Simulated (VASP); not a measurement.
# Co5Ru (P-62m) in VASP: single point with PBE

Aim: the single point of Co5Ru with PBE.

Everything below comes from runs of VASP 6.6.1. Logs are shortened: lines on timing, memory, paths and dates and some standing lists are left out, and cuts for length are marked.

### 1 The cell of the first run

The structure is hexagonal, space group P-62m (No. 189). Conventional cell: a = 4.384 Å, b = 4.384 Å, c = 4.092 Å, α = 90.00°, β = 90.00°, γ = 120.00°. Co (site symmetry -6) has 9 Co at 2.50 to 2.53 Å and 3 Ru at 2.53 Å within 3.3 Å. Co (site symmetry m2m) has 10 Co at 2.50 to 2.59 Å and 2 Ru at 2.54 Å within 3.3 Å. Within 3.3 Å of Ru (site symmetry -62m) lie 12 Co at 2.53 to 2.54 Å.

### 2 Single point, PBE, collinear spin, ferromagnetic start

INCAR

```
SYSTEM = Co5Ru
  ALGO = Normal
  EDIFF = 1E-7
  ENCUT = 520
  GGA = PE
  ISIF = 2
  ISMEAR = 0
  ISPIN = 2
  LASPH = .True.
  LCHARG = .False.
  LMAXMIX = 4
  LORBIT = 11
  LREAL = .False.
  LWAVE = .False.
  MAGMOM = 1.66 1.66 1.66 1.66 1.66 0.28
  NBANDS = 42
  NELM = 150
  PREC = Accurate
  SIGMA = 0.1
```

KPOINTS

```
k-points
0
Gamma
  6 6 4
  0 0 0
```

POSCAR

```
Co5Ru
1.0
    4.3841495000      0.0000000000      0.0000000000
   -2.1920747000      3.7967848000      0.0000000000
    0.0000000000      0.0000000000      4.0922591000
Co Ru
5 1
Direct
    0.6666667000      0.3333333000      0.0000000000
    0.3333333000      0.6666667000      0.0000000000
    0.0000000000      0.3416670000      0.5000000000
    0.6583330000      0.6583330000      0.5000000000
    0.3416670000      0.0000000000      0.5000000000
    0.0000000000      0.0000000000      0.0000000000
```

Potentials or basis: VASP PAW PBE potentials, release 64 (Co, Ru_pv).

Command:

```bash
$ cat potpaw_PBE.64/Co/POTCAR potpaw_PBE.64/Ru_pv/POTCAR > POTCAR
$ mpirun -np 1 vasp_std > vasp.out
```

OUTCAR:

```text
SYSTEM = Co5Ru
   EDIFF = 1E-7
   ENCUT = 520
   GGA = PE
   ISIF = 2
   ISMEAR = 0
   ISPIN = 2
   LASPH = .True.
   LORBIT = 11
   LREAL = .False.
   NELM = 150
   PREC = Accurate

 ion  position               nearest neighbor table
   1  0.667  0.333  0.000-   3 2.50   3 2.50   5 2.50   5 2.50   4 2.50   4 2.50   2 2.53   6 2.53
                             2 2.53   6 2.53   6 2.53   2 2.53
   2  0.333  0.667  0.000-   5 2.50   5 2.50   3 2.50   3 2.50   4 2.50   4 2.50   1 2.53   6 2.53
                             1 2.53   6 2.53   6 2.53   1 2.53
   3  0.000  0.342  0.500-   5 2.50   4 2.50   5 2.50   4 2.50   1 2.50   1 2.50   2 2.50   2 2.50
                             6 2.54   6 2.54   4 2.59   5 2.59
   4  0.658  0.658  0.500-   5 2.50   5 2.50   3 2.50   3 2.50   1 2.50   1 2.50   2 2.50   2 2.50
                             6 2.54   6 2.54   3 2.59   5 2.59
   5  0.342  0.000  0.500-   4 2.50   3 2.50   4 2.50   3 2.50   2 2.50   2 2.50   1 2.50   1 2.50
                             6 2.54   6 2.54   3 2.59   4 2.59
   6  0.000  0.000  0.000-   1 2.53   2 2.53   2 2.53   1 2.53   1 2.53   2 2.53   3 2.54   3 2.54
                             4 2.54   4 2.54   5 2.54   5 2.54

  LATTYP: Found a hexagonal cell.
 ALAT       =     4.3841495000
 C/A-ratio  =     0.9334214310

  Lattice vectors:

 A1 = (   4.3841495000,   0.0000000000,   0.0000000000)
 A2 = (  -2.1920747000,   3.7967848000,   0.0000000000)
 A3 = (   0.0000000000,   0.0000000000,   4.0922591000)

Analysis of symmetry for initial positions (statically):
=====================================================================
 Subroutine PRICEL returns:
 Original cell was already a primitive cell.

 Routine SETGRP: Setting up the symmetry group for a
 hexagonal supercell.

 Subroutine GETGRP returns: Found 12 space group operations
 (whereof 12 operations were pure point group operations)
 out of a pool of 24 trial point group operations.

The static configuration has the point symmetry D_3h.

Analysis of symmetry for dynamics (positions and initial velocities):
=====================================================================
 Subroutine PRICEL returns:
 Original cell was already a primitive cell.

 Routine SETGRP: Setting up the symmetry group for a
 hexagonal supercell.

 Subroutine GETGRP returns: Found 12 space group operations
 (whereof 12 operations were pure point group operations)
 out of a pool of 24 trial point group operations.

The dynamic configuration has the point symmetry D_3h.

Analysis of structural, dynamic, and magnetic symmetry:
=====================================================================
 Subroutine PRICEL returns:
 Original cell was already a primitive cell.

 Routine SETGRP: Setting up the symmetry group for a
 hexagonal supercell.

 Subroutine GETGRP returns: Found 12 space group operations
 (whereof 12 operations were pure point group operations)
 out of a pool of 24 trial point group operations.

The overall configuration has the point symmetry D_3h.

 Subroutine INISYM returns: Found 12 space group operations
 (whereof 12 operations are pure point group operations),
 and found     1 'primitive' translations

----------------------------------------------------------------------------------------

                                     Primitive cell

  volume of cell :      68.1184

  direct lattice vectors                    reciprocal lattice vectors
     4.384149500  0.000000000  0.000000000     0.228094411  0.131690368  0.000000000
    -2.192074700  3.796784800  0.000000000     0.000000000  0.263380743  0.000000000
     0.000000000  0.000000000  4.092259100     0.000000000  0.000000000  0.244363804

  length of vectors
     4.384149500  4.384149440  4.092259100     0.263380739  0.263380743  0.244363804

  position of ions in fractional coordinates (direct lattice)
     0.666666700  0.333333300  0.000000000
     0.333333300  0.666666700  0.000000000
     0.000000000  0.341667000  0.500000000
     0.658333000  0.658333000  0.500000000
     0.341667000  0.000000000  0.500000000
     0.000000000  0.000000000  0.000000000

  ion indices of the primitive-cell ions
   primitive index   ion index
                 1           1
                 2           2
                 3           3
                 4           4
                 5           5
                 6           6

----------------------------------------------------------------------------------------

 KPOINTS: k-points

Automatic generation of k-mesh.
 Grid dimensions read from file:
 generate k-points for:    6    6    4

 Generating k-lattice:

  Cartesian coordinates                     Fractional coordinates (reciprocal lattice)
     0.038015735  0.021948395  0.000000000     0.166666667  0.000000000  0.000000000
     0.000000000  0.043896790  0.000000000     0.000000000  0.166666667  0.000000000
     0.000000000  0.000000000  0.061090951     0.000000000  0.000000000  0.250000000

  Length of vectors
     0.043896790  0.043896790  0.061090951

  Shift w.r.t. Gamma in fractional coordinates (k-lattice)
     0.000000000  0.000000000  0.000000000

 Subroutine IBZKPT returns following result:
 ===========================================

 Found     21 irreducible k-points:

 Following reciprocal coordinates:
            Coordinates               Weight
  0.000000  0.000000  0.000000      1.000000
  0.166667  0.000000  0.000000      6.000000
  0.333333  0.000000  0.000000      6.000000
  0.500000  0.000000  0.000000      3.000000
  0.166667  0.166667  0.000000      6.000000
  0.333333  0.166667  0.000000     12.000000
[... 13 lines left out ...]
  0.333333  0.166667  0.500000     12.000000
  0.333333  0.333333  0.500000      2.000000
   k-points           NKPTS =     21   k-points in BZ     NKDIM =     21   number of bands    NBANDS=     42
   number of dos      NEDOS =    301   number of ions     NIONS =      6
   total plane-waves  NPLWV =  38880
   dimension x,y,z NGX =    36 NGY =   36 NGZ =   30
   dimension x,y,z NGXF=    72 NGYF=   72 NGZF=   60
   ions per type =               5   1
   NGX,Y,Z   is equivalent  to a cutoff of  13.65, 13.65, 12.19 a.u.
   NGXF,Y,Z  is equivalent  to a cutoff of  27.30, 27.30, 24.37 a.u.
 SYSTEM =  Co5Ru
   PREC   = accura    normal or accurate (medium, high low for compatibility)
   ISTART =      0    job   : 0-new  1-cont  2-samecut
   ICHARG =      2    charge: 1-file 2-atom 10-const
   ISPIN  =      2    spin polarized calculation?
   LNONCOLLINEAR =      F non collinear calculations
   LSORBIT =      F    spin-orbit coupling
   LASPH  =      T    aspherical Exc in radial PAW
   ENCUT  =  520.0 eV  38.22 Ry    6.18 a.u.   8.15  8.15  7.61*2*pi/ulx,y,z
   NELM   =    150;   NELMIN=  2; NELMDL= -5     # of ELM steps
   EDIFF  = 0.1E-06   stopping-criterion for ELM
   LREAL  =      F    real-space projection
   EDIFFG = 0.1E-05   stopping-criterion for IOM
   NSW    =      0    number of steps for IOM
   IBRION =     -1    ionic relax: 0-MD 1-quasi-New 2-CG
   NFREE  =      0    steps in history (QN), initial steepest desc. (CG)
   ISIF   =      2    stress and relaxation
   ISYM   =      2    0-nonsym 1-usesym 2-fastsym
   POTIM  = 0.5000    time-step for ionic-motion
   TEBEG  =    0.0;   TEEND  =   0.0 temperature during run
   PSTRESS=    0.0 pullay stress
   NELECT =      59.0000    total number of electrons
   NUPDOWN=      -1.0000    fix difference up-down
   EMIN   =  10.00;   EMAX   =-10.00  energy-range for DOS
   EFERMI =   0.00;   METHOD = LEGACY
   ISMEAR =     0;   SIGMA  =   0.10  broadening in eV -4-tet -1-fermi 0-gaus
   EFERMI_NEDOS =   21; number of points for ismear=-14 and -15
   IALGO  =     38    algorithm
   IMIX   =      4    mixing-type and parameters
     AMIX     =   0.40;   BMIX     =  1.00
     AMIX_MAG =   1.60;   BMIX_MAG =  1.00
  volume/ion in A,a.u.               =      11.35        76.61
  Fermi-wavevector in a.u.,A,eV,Ry     =   1.560525  2.948964 33.133421  2.435238
  Thomas-Fermi vector in A             =   2.663724
   LORBIT       =     11    0 simple, 1 ext, 2 COOP (PROOUT), +10 PAW based schemes
   GGA     = PE    functional components
   LHFCALC =     F    Hartree Fock is set to
   AEXX    =    0.0000 exact exchange contribution
   IVDW    =     0    specifies the selected vdW correction
   LEPSILON=     F    determine dielectric tensor
   LRPA    =     F    only Hartree local field effects (RPA)
 spin polarized calculation
 Gauss-broadening in eV      SIGMA  =   0.10
  energy-cutoff  :      520.00
  volume of cell :       68.12
 maximum number of plane-waves:      1864
 NGX is ok and might be reduce to    36
   NGX = 17   NGY = 17   NGZ = 15

 number of electron      59.0000020 magnetization       7.4523828

 Free energy of the ion-electron system (eV)
  ---------------------------------------------------
  ext. energy  EPLUGINS =         0.00000000
  ---------------------------------------------------
  free energy    TOTEN  =       -43.84343806 eV

  energy without entropy =      -43.79314507  energy(sigma->0) =      -43.81829156

 E-fermi :  10.6456     XC(G=0): -13.5218

 val. band max:       10.6438291876   @ k =   0.3333   0.1667   0.5000
 cond. band min:      10.6484959389   @ k =   0.5000   0.0000   0.5000
 fundamental gap:      0.0046667512
 Fermi energy:        10.6456488986

 spin component 1

 k-point     1 :       0.0000    0.0000    0.0000
  band No.  band energies     occupation
      1     -32.2416      1.00000
      2     -32.2416      1.00000
      3     -32.2185      1.00000
      4       1.9808      1.00000
      5       5.2921      1.00000
      6       6.2328      1.00000
[... 33 lines left out ...]
     40      16.8561      0.00000
     41      17.0946      0.00000

 k-point     2 :       0.1667    0.0000    0.0000
  band No.  band energies     occupation
      1     -32.2424      1.00000
      2     -32.2415      1.00000
      3     -32.2185      1.00000
      4       2.3077      1.00000
      5       5.4844      1.00000
      6       6.1953      1.00000
[... 825 lines left out ...]
     40      19.4163      0.00000
     41      20.3073      0.00000

 k-point    21 :       0.3333    0.3333    0.5000
  band No.  band energies     occupation
      1     -32.2422      1.00000
      2     -32.2422      1.00000
      3     -32.2229      1.00000
      4       5.3571      1.00000
      5       5.3571      1.00000
      6       5.5068      1.00000
[... 33 lines left out ...]
     40      21.1091      0.00000
     41      21.6247      0.00000
 Fermi energy:        10.6456488986

 spin component 2

 k-point     1 :       0.0000    0.0000    0.0000
  band No.  band energies     occupation
      1     -32.0083      1.00000
      2     -32.0083      1.00000
      3     -31.9325      1.00000
      4       2.0013      1.00000
      5       5.8271      1.00000
      6       6.9925      1.00000
[... 33 lines left out ...]
     40      17.3031      0.00000
     41      17.7020      0.00000

 k-point     2 :       0.1667    0.0000    0.0000
  band No.  band energies     occupation
      1     -32.0092      1.00000
      2     -32.0082      1.00000
      3     -31.9325      1.00000
      4       2.3294      1.00000
      5       6.0165      1.00000
      6       6.6355      1.00000
[... 825 lines left out ...]
     40      20.0231      0.00000
     41      20.7800      0.00000

 k-point    21 :       0.3333    0.3333    0.5000
  band No.  band energies     occupation
      1     -32.0090      1.00000
      2     -32.0090      1.00000
      3     -31.9371      1.00000
      4       5.7258      1.00000
      5       5.7258      1.00000
      6       5.9538      1.00000
[... 33 lines left out ...]
     40      21.5492      0.00000
     41      22.1301      0.00000
 [bands above 41 left out]

------------------------ aborting loop because EDIFF is reached ----------------------------------------

  FORCE on cell =-STRESS in cart. coord.  units (eV):
  Direction    XX          YY          ZZ          XY          YZ          ZX
  --------------------------------------------------------------------------------------
  -------------------------------------------------------------------------------------
  Total       -0.1048309     -0.1048309     -0.6235968     -0.0000000      0.0000000      0.0000000
  in kB       -2.4656732     -2.4656731    -14.6672945     -0.0000000      0.0000000      0.0000000
  external PRESSURE =      -6.5328803 kB  Pullay stress =       0.0000000 kB

 VOLUME and BASIS-vectors are now :
 -----------------------------------------------------------------------------
  energy-cutoff  :      520.00
  volume of cell :       68.12
      direct lattice vectors                 reciprocal lattice vectors
     4.384149500  0.000000000  0.000000000     0.228094411  0.131690368  0.000000000
    -2.192074700  3.796784800  0.000000000     0.000000000  0.263380743  0.000000000
     0.000000000  0.000000000  4.092259100     0.000000000  0.000000000  0.244363804

 POSITION                                       TOTAL-FORCE (eV/Angst)
 -----------------------------------------------------------------------------------
      2.19207      1.26559      0.00000         0.000000     -0.000000      0.000000
     -0.00000      2.53119      0.00000         0.000000     -0.000000      0.000000
     -0.74896      1.29724      2.04613        -0.006872      0.011904      0.000000
      1.44312      2.49955      2.04613        -0.006872     -0.011904     -0.000000
      1.49792      0.00000      2.04613         0.013745     -0.000000      0.000000
      0.00000      0.00000      0.00000         0.000000     -0.000000      0.000000
 -----------------------------------------------------------------------------------
    total drift:                               -0.000000     -0.000000     -0.000000

  FREE ENERGIE OF THE ION-ELECTRON SYSTEM (eV)
  ---------------------------------------------------
  free  energy   TOTEN  =       -43.8434380579 eV

  energy  without entropy=      -43.7931450684  energy(sigma->0) =      -43.81829156

 total charge

# of ion       s       p       d       tot
------------------------------------------
    1        0.497   0.531   7.276   8.304
    2        0.497   0.531   7.276   8.304
    3        0.479   0.515   7.252   8.246
    4        0.479   0.515   7.252   8.246
    5        0.479   0.515   7.252   8.246
    6        0.410   6.300   5.973  12.684
--------------------------------------------------
tot          2.841   8.906  42.282  54.029

 magnetization (x)

# of ion       s       p       d       tot
------------------------------------------
    1       -0.002  -0.031   1.304   1.271
    2       -0.002  -0.031   1.304   1.271
    3       -0.011  -0.034   1.627   1.581
    4       -0.011  -0.034   1.627   1.581
    5       -0.011  -0.034   1.627   1.581
    6       -0.017  -0.028   0.307   0.262
--------------------------------------------------
tot         -0.055  -0.193   7.796   7.549
```

It took 5.6 min on 1 thread of AMD EPYC 7R13, shared host; peak memory 0.24 GiB.

What came out:

```
Free energy                                           : -43.8434 eV
Pressure                                              : -0.7 GPa
Largest force                                         : 0.014 eV/Å
Net moment                                            : 7.45 μB per cell
Site moments                                          : Co +1.27, +1.58; Ru +0.26 μB
Valence electrons inside the program's atomic spheres : Co 8.30, 8.25; Ru 12.68
```

Forces on the atoms (eV/Å):
```
Co   0.000  0.000  0.000
Co   0.000  0.000  0.000
Co  -0.007  0.012  0.000
Co  -0.007 -0.012  0.000
Co   0.014  0.000  0.000
Ru   0.000  0.000  0.000
```

Caveat: the k points lie up to 0.38 Å⁻¹ apart.
